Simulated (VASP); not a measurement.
# Cu5Ni (P4/mmm) in VASP: relaxation of cell and atoms with PBE

Aim: the relaxation of cell and atoms of Cu5Ni with PBE.

Program: VASP 6.6.1. These are calculated values, not measurements. Logs are shortened: lines on timing, memory, paths and dates and some standing lists are left out, and cuts for length are marked.

**1. The cell of the first run**

The structure is tetragonal, space group P4/mmm (No. 123). The conventional cell has a = 2.566 Å, b = 2.566 Å, c = 10.679 Å, α = 90.00°, β = 90.00°, γ = 90.00°. Cu (site symmetry 4mm) has 4 Ni at 2.51 Å and 8 Cu at 2.56 to 2.57 Å within 3.3 Å. Within 3.7 Å of Cu (site symmetry 4mm) lie 17 Cu at 2.56 to 3.63 Å and 1 Ni at 3.53 Å. Cu (site symmetry 4/mmm) has 12 Cu at 2.56 to 2.57 Å within 3.4 Å. Within 3.3 Å of Ni (site symmetry 4/mmm) lie 8 Cu at 2.51 Å and 4 Ni at 2.57 Å.

**2. Relaxation of cell and atoms, PBE**

The input, INCAR:

```
SYSTEM = Cu5Ni
ALGO = Normal
EDIFF = 1E-7
EDIFFG = -0.01
ENCUT = 600
GGA = PE
GGA_COMPAT = .FALSE.
IBRION = 2
ISIF = 3
ISMEAR = 0
LASPH = .TRUE.
LCHARG = .FALSE.
LREAL = .FALSE.
LWAVE = .FALSE.
NELM = 120
NELMIN = 4
NSW = 100
PREC = Accurate
SIGMA = 0.1
```

The input, KPOINTS:

```
k-points
0
G
  14 14 4
  0 0 0
```

The input, POSCAR:

```
Cu5Ni
1.0
    2.5661420229      0.0000000000      0.0000000000
    0.0000000000      2.5661420229      0.0000000000
    0.0000000000      0.0000000000     10.6788563169
Cu Ni
5 1
Direct
    0.5000000000      0.5000000000      0.8382761935
    0.0000000000      0.0000000000      0.6692068706
    0.5000000000      0.5000000000      0.5000000000
    0.0000000000      0.0000000000      0.3307931294
    0.5000000000      0.5000000000      0.1617238065
    0.0000000000      0.0000000000      0.0000000000
```

Potentials or basis: VASP PAW PBE potentials, release 64 (Cu, Ni).

The run is started by

```bash
$ cat potpaw_PBE.64/Cu/POTCAR potpaw_PBE.64/Ni/POTCAR > POTCAR
$ mpirun -np 1 vasp_std > vasp.out
```

OUTCAR:

```text
SYSTEM = Cu5Ni
   EDIFF = 1E-7
   EDIFFG = -0.01
   ENCUT = 600
   GGA = PE
   IBRION = 2
   ISIF = 3
   ISMEAR = 0
   LASPH = .TRUE.
   LREAL = .FALSE.
   NELM = 120
   NELMIN = 4
   NSW = 100
   PREC = Accurate

 ion  position               nearest neighbor table
   1  0.500  0.500  0.838-   6 2.51   6 2.51   6 2.51   6 2.51   2 2.56   2 2.56   2 2.56   2 2.56

   2  0.000  0.000  0.669-   1 2.56   1 2.56   1 2.56   1 2.56   3 2.56   3 2.56   3 2.56   3 2.56

   3  0.500  0.500  0.500-   2 2.56   4 2.56   2 2.56   4 2.56   2 2.56   4 2.56   2 2.56   4 2.56

   4  0.000  0.000  0.331-   5 2.56   5 2.56   5 2.56   5 2.56   3 2.56   3 2.56   3 2.56   3 2.56

   5  0.500  0.500  0.162-   6 2.51   6 2.51   6 2.51   6 2.51   4 2.56   4 2.56   4 2.56   4 2.56

   6  0.000  0.000  0.000-   1 2.51   5 2.51   1 2.51   5 2.51   1 2.51   5 2.51   1 2.51   5 2.51

  LATTYP: Found a simple tetragonal cell.
 ALAT       =     2.5661420229
 C/A-ratio  =     4.1614439971

  Lattice vectors:

 A1 = (   2.5661420229,   0.0000000000,   0.0000000000)
 A2 = (   0.0000000000,   2.5661420229,   0.0000000000)
 A3 = (   0.0000000000,   0.0000000000,  10.6788563169)

Analysis of symmetry for initial positions (statically):
=====================================================================
 Subroutine PRICEL returns:
 Original cell was already a primitive cell.

 Routine SETGRP: Setting up the symmetry group for a
 simple tetragonal supercell.

 Subroutine GETGRP returns: Found 16 space group operations
 (whereof 16 operations were pure point group operations)
 out of a pool of 16 trial point group operations.

The static configuration has the point symmetry D_4h.

Analysis of symmetry for dynamics (positions and initial velocities):
=====================================================================
 Subroutine PRICEL returns:
 Original cell was already a primitive cell.

 Routine SETGRP: Setting up the symmetry group for a
 simple tetragonal supercell.

 Subroutine GETGRP returns: Found 16 space group operations
 (whereof 16 operations were pure point group operations)
 out of a pool of 16 trial point group operations.

The dynamic configuration has the point symmetry D_4h.

 Subroutine INISYM returns: Found 16 space group operations
 (whereof 16 operations are pure point group operations),
 and found     1 'primitive' translations

----------------------------------------------------------------------------------------

                                     Primitive cell

  volume of cell :      70.3212

  direct lattice vectors                    reciprocal lattice vectors
     2.566142023  0.000000000  0.000000000     0.389690045  0.000000000  0.000000000
     0.000000000  2.566142023  0.000000000     0.000000000  0.389690045  0.000000000
     0.000000000  0.000000000 10.678856317     0.000000000  0.000000000  0.093642987

  length of vectors
     2.566142023  2.566142023 10.678856317     0.389690045  0.389690045  0.093642987

  position of ions in fractional coordinates (direct lattice)
     0.500000000  0.500000000  0.838276194
     0.000000000  0.000000000  0.669206871
     0.500000000  0.500000000  0.500000000
     0.000000000  0.000000000  0.330793129
     0.500000000  0.500000000  0.161723806
     0.000000000  0.000000000  0.000000000

  ion indices of the primitive-cell ions
   primitive index   ion index
                 1           1
                 2           2
                 3           3
                 4           4
                 5           5
                 6           6

----------------------------------------------------------------------------------------

 KPOINTS: k-points

Automatic generation of k-mesh.
 Grid dimensions read from file:
 generate k-points for:   14   14    4

 Generating k-lattice:

  Cartesian coordinates                     Fractional coordinates (reciprocal lattice)
     0.027835003  0.000000000  0.000000000     0.071428571  0.000000000  0.000000000
     0.000000000  0.027835003  0.000000000     0.000000000  0.071428571  0.000000000
     0.000000000  0.000000000  0.023410747     0.000000000  0.000000000  0.250000000

  Length of vectors
     0.027835003  0.027835003  0.023410747

  Shift w.r.t. Gamma in fractional coordinates (k-lattice)
     0.000000000  0.000000000  0.000000000

 Subroutine IBZKPT returns following result:
 ===========================================

 Found    108 irreducible k-points:

 Following reciprocal coordinates:
            Coordinates               Weight
  0.000000  0.000000  0.000000      1.000000
  0.071429  0.000000  0.000000      4.000000
  0.142857  0.000000  0.000000      4.000000
  0.214286  0.000000  0.000000      4.000000
  0.285714  0.000000  0.000000      4.000000
  0.357143  0.000000  0.000000      4.000000
[... 16 lines left out ...]
  0.285714  0.214286  0.000000      8.000000
  0.357143  0.214286  0.000000      8.000000
 [... further k-points ...]
   k-points           NKPTS =    108   k-points in BZ     NKDIM =    108   number of bands    NBANDS=     39
   number of dos      NEDOS =    301   number of ions     NIONS =      6
   total plane-waves  NPLWV =  51840
   dimension x,y,z NGX =    24 NGY =   24 NGZ =   90
   dimension x,y,z NGXF=    48 NGYF=   48 NGZF=  180
   ions per type =               5   1
   NGX,Y,Z   is equivalent  to a cutoff of  15.55, 15.55, 14.01 a.u.
   NGXF,Y,Z  is equivalent  to a cutoff of  31.10, 31.10, 28.02 a.u.
 SYSTEM =  Cu5Ni
   PREC   = accura    normal or accurate (medium, high low for compatibility)
   ISTART =      0    job   : 0-new  1-cont  2-samecut
   ICHARG =      2    charge: 1-file 2-atom 10-const
   ISPIN  =      1    spin polarized calculation?
   LNONCOLLINEAR =      F non collinear calculations
   LSORBIT =      F    spin-orbit coupling
   LASPH  =      T    aspherical Exc in radial PAW
   ENCUT  =  600.0 eV  44.10 Ry    6.64 a.u.   5.13  5.13 21.33*2*pi/ulx,y,z
   NELM   =    120;   NELMIN=  4; NELMDL= -5     # of ELM steps
   EDIFF  = 0.1E-06   stopping-criterion for ELM
   LREAL  =      F    real-space projection
   EDIFFG = -.1E-01   stopping-criterion for IOM
   NSW    =    100    number of steps for IOM
   IBRION =      2    ionic relax: 0-MD 1-quasi-New 2-CG
   NFREE  =      1    steps in history (QN), initial steepest desc. (CG)
   ISIF   =      3    stress and relaxation
   ISYM   =      2    0-nonsym 1-usesym 2-fastsym
   POTIM  = 0.5000    time-step for ionic-motion
   TEBEG  =    0.0;   TEEND  =   0.0 temperature during run
   PSTRESS=    0.0 pullay stress
   NELECT =      65.0000    total number of electrons
   NUPDOWN=      -1.0000    fix difference up-down
   EMIN   =  10.00;   EMAX   =-10.00  energy-range for DOS
   EFERMI =   0.00;   METHOD = LEGACY
   ISMEAR =     0;   SIGMA  =   0.10  broadening in eV -4-tet -1-fermi 0-gaus
   EFERMI_NEDOS =   21; number of points for ismear=-14 and -15
   IALGO  =     38    algorithm
   IMIX   =      4    mixing-type and parameters
     AMIX     =   0.40;   BMIX     =  1.00
     AMIX_MAG =   1.60;   BMIX_MAG =  1.00
  volume/ion in A,a.u.               =      11.72        79.09
  Fermi-wavevector in a.u.,A,eV,Ry     =   1.594718  3.013580 34.601325  2.543126
  Thomas-Fermi vector in A             =   2.692749
   LORBIT       =      0    0 simple, 1 ext, 2 COOP (PROOUT), +10 PAW based schemes
   GGA     = PE    functional components
   LHFCALC =     F    Hartree Fock is set to
   AEXX    =    0.0000 exact exchange contribution
   IVDW    =     0    specifies the selected vdW correction
   LEPSILON=     F    determine dielectric tensor
   LRPA    =     F    only Hartree local field effects (RPA)
 conjugate gradient relaxation of ions
 non-spin polarized calculation
 Gauss-broadening in eV      SIGMA  =   0.10
  energy-cutoff  :      600.00
  volume of cell :       70.32
 maximum number of plane-waves:      2373
 NGX is ok and might be reduce to    24
   NGX = 11   NGY = 11   NGZ = 43

--------------------------------------- Ionic step        1  -------------------------------------------

 number of electron      64.9999973 magnetization

 Free energy of the ion-electron system (eV)
  ---------------------------------------------------
  ext. energy  EPLUGINS =         0.00000000
  ---------------------------------------------------
  free energy    TOTEN  =       -24.06710774 eV

  energy without entropy =      -24.05474374  energy(sigma->0) =      -24.06092574

------------------------ aborting loop because EDIFF is reached ----------------------------------------

  FORCE on cell =-STRESS in cart. coord.  units (eV):
  Direction    XX          YY          ZZ          XY          YZ          ZX
  --------------------------------------------------------------------------------------
  -------------------------------------------------------------------------------------
  Total        0.2805935      0.2805935      0.4885999      0.0000000      0.0000000      0.0000000
  in kB        6.3929620      6.3929620     11.1321192      0.0000000      0.0000000      0.0000000
  external PRESSURE =       7.9726810 kB  Pullay stress =       0.0000000 kB
[... 265 lines left out ...]
  energy  without entropy=      -24.0558315327  energy(sigma->0) =      -24.06201766

--------------------------------------- Ionic step        8  -------------------------------------------

 number of electron      64.9999979 magnetization

 Free energy of the ion-electron system (eV)
  ---------------------------------------------------
  ext. energy  EPLUGINS =         0.00000000
  ---------------------------------------------------
  free energy    TOTEN  =       -24.06853800 eV

  energy without entropy =      -24.05623649  energy(sigma->0) =      -24.06238724

 E-fermi :   7.6268     XC(G=0): -12.7453

 val. band max:        7.6164302061   @ k =   0.3571   0.0000   0.2500
 cond. band min:       7.6319174439   @ k =   0.5000   0.1429   0.5000
 fundamental gap:      0.0154872378
 Fermi energy:         7.6268142345

 k-point     1 :       0.0000    0.0000    0.0000
  band No.  band energies     occupation
      1      -1.5143      2.00000
      2      -0.2479      2.00000
      3      -0.0628      2.00000
      4       2.5230      2.00000
      5       2.6185      2.00000
      6       3.0796      2.00000
[... 997 lines left out ...]
     38      13.1844      0.00000
     39      15.6455      0.00000

 [... further k-points ...]

------------------------ aborting loop because EDIFF is reached ----------------------------------------

  FORCE on cell =-STRESS in cart. coord.  units (eV):
  Direction    XX          YY          ZZ          XY          YZ          ZX
  --------------------------------------------------------------------------------------
  -------------------------------------------------------------------------------------
  Total       -0.0364746     -0.0364746      0.0225418      0.0000000      0.0000000     -0.0000000
  in kB       -0.8268719     -0.8268719      0.5110172      0.0000000      0.0000000     -0.0000000
  external PRESSURE =      -0.3809089 kB  Pullay stress =       0.0000000 kB
[... 21 lines left out ...]
  FREE ENERGIE OF THE ION-ELECTRON SYSTEM (eV)
  ---------------------------------------------------
  free  energy   TOTEN  =       -24.0685379979 eV

  energy  without entropy=      -24.0562364886  energy(sigma->0) =      -24.06238724

 reached required accuracy - stopping structural energy minimisation
```

It took 24 min on 1 thread of AMD EPYC 9R45 (Zen 5), shared host; peak memory 0.41 GiB.

What came out:

```yaml
Free_energy: -24.0685 eV
Relaxed_volume: 11.78 Å³/atom
Relaxed_cell: a = 2.564 Å, b = 2.564 Å, c = 10.749 Å, α = 90.00°, β = 90.00°, γ = 90.00°
Space_group_after_relaxing_to_0.1_Å: P4/mmm (No. 123)
Energy_gained_by_relaxing: 0.2 meV/atom
Ionic_steps: 8
Pressure_after_relaxing: 0.0 GPa
Largest_force_after_relaxing: 0.009 eV/Å
Band_gap_on_the_k_mesh: zero (an odd number of electrons rules out a gap without spin polarisation)
```

Forces in eV/Å, atoms in the order of the input:
```
Cu   0.000  0.000  0.009
Cu   0.000  0.000 -0.009
Cu   0.000  0.000  0.000
Cu   0.000  0.000  0.009
Cu   0.000  0.000 -0.009
Ni   0.000  0.000  0.000
```

Stress tensor (GPa, compression positive):
```
-0.08  0.00  0.00
 0.00 -0.08  0.00
 0.00  0.00  0.05
```

Step by step:
```tsv
step	energy change (eV)	largest force (eV/Å)	pressure (GPa)	volume (Å³)
1	0.0000	0.0224	0.80	70.32
2	-0.0006	0.0042	-0.53	70.92
3	-0.0009	0.0112	0.00	70.68
4	-0.0009	0.0103	-0.10	70.70
5	-0.0009	0.0108	-0.08	70.69
6	-0.0009	0.0111	-0.12	70.69
7	-0.0011	0.0061	-0.05	70.68
8	-0.0014	0.0095	-0.04	70.67
```

Final structure:
```yaml
crystal:
  lattice:
    - [2.56420, 0.00000, 0.00000]
    - [0.00000, 2.56420, 0.00000]
    - [0.00000, 0.00000, 10.74878]
  atoms:
    - { symbol: Cu, position: [0.50000, 0.50000, 0.83798] }
    - { symbol: Cu, position: [0.00000, 0.00000, 0.66917] }
    - { symbol: Cu, position: [0.50000, 0.50000, 0.50000] }
    - { symbol: Cu, position: [0.00000, 0.00000, 0.33083] }
    - { symbol: Cu, position: [0.50000, 0.50000, 0.16202] }
    - { symbol: Ni, position: [0.00000, 0.00000, 0.00000] }
```

Levels at points of the mesh, in eV from the Fermi level:
```
           k point  band 29  band 30  band 31  band 32  band 33  band 34  band 35  band 36  band 37  band 38
(0.00, 0.00, 0.00)    -1.66    -1.65    -1.65    -0.91    -0.42    -0.42    -0.20     1.96     7.66    13.16
(0.50, 0.00, 0.00)    -0.65    -0.51    -0.43    -0.41    -0.40    -0.34    -0.09     0.88     4.73     4.74
(0.50, 0.50, 0.00)    -0.34     0.27     1.65     1.65     4.30     4.30     4.31     4.31     7.20     7.22
(0.00, 0.00, 0.50)    -1.59    -1.59    -1.24    -0.43    -0.43    -0.20     0.27     0.47     9.61    10.38
(0.50, 0.00, 0.50)    -0.81    -0.77    -0.65    -0.34    -0.32    -0.30    -0.09     0.85     4.06     4.17
(0.50, 0.50, 0.50)    -0.34     0.27     2.48     2.48     2.56     2.56     6.52     6.52     6.52     6.52
```

Spin polarisation is off, so any magnetic state and its effect on volume and gap are missing.
